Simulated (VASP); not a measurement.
BPb:

```xyz
2
Lattice="0.0000 2.6661 2.6661 2.6661 0.0000 2.6661 2.6661 2.6661 0.0000" Properties=species:S:1:pos:R:3 pbc="T T T"
B     0.0000    0.0000    0.0000
Pb    2.6661    2.6661    2.6661
```

| Item | Value |
| --- | --- |
| Program | VASP 6.6.1 |
| Task | relaxation of cell and atoms |
| Functional | PBE |
| Potentials or basis | VASP PAW PBE potentials, release 64 (B, Pb_d) |
| Cutoff | 600 eV |
| k mesh | 18 × 18 × 18 |
| Occupations | gaussian, width 0.1 eV |
| Spin | no spin polarisation |

At the start: pressure -2.7 GPa; volume 18.95 Å³/atom.

**Question.** How do energy, volume and symmetry change on relaxing?

**Answer.** Over 3 steps the energy falls by 7.3 meV/atom and the volume is 18.14 Å³/atom (-4.3 %); space group Fm-3m (No. 225, to 0.1 Å) before and after.

The path:
```
step  energy change (eV)  largest force (eV/Å)  pressure (GPa)  volume (Å³)
   1              0.0000                0.0000           -2.73        37.90
   2             -0.0144                0.0000            0.22        36.16
   3             -0.0145                0.0000           -0.01        36.27
```

Final structure:
```xyz
2
Lattice="0.0000 2.6274 2.6274 2.6274 0.0000 2.6274 2.6274 2.6274 0.0000" Properties=species:S:1:pos:R:3 pbc="T T T"
B     0.0000    0.0000    0.0000
Pb    2.6274    2.6274    2.6274
```

Caveat: an odd number of electrons without spin polarisation forces a metal; a magnetic or distorted state may lie lower.
